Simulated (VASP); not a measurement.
Crystal: Ir.

```
CELL_PARAMETERS angstrom
0.00000 1.84609 1.84609
1.84609 0.00000 1.84609
1.84609 1.84609 0.00000
ATOMIC_POSITIONS crystal
Ir 0.00000 0.00000 0.00000
```

Base run:

* Program: VASP 6.6.1
* Functional: r2SCAN
* Potentials or basis: VASP PAW PBE potentials, release 64 (Ir)
* Cutoff: 520 eV
* k mesh: 12 × 12 × 12
* Occupations: methfessel-paxton, width 0.1216 eV
* Spin: no spin polarisation

Its results: pressure 66.1 GPa.

Problem. The run is repeated on the same cell with these changes: potentials or basis from VASP PAW PBE potentials, release 64 (Ir) to VASP PAW PBE potentials, release 64 (Ir_sv_GW); cutoff from 520 eV to 550 eV; further incar settings from ALGO = Normal; EDIFF = 1e-06; NBANDS = 10 to ALGO = Normal; EDIFF = 1e-06; NBANDS = 14; valence electrons from 9 to 17. What comes out?

Solution. Pressure 58.9 GPa.

Caveats: the PAW data sets were made with another functional, which shifts forces and pressure a little.
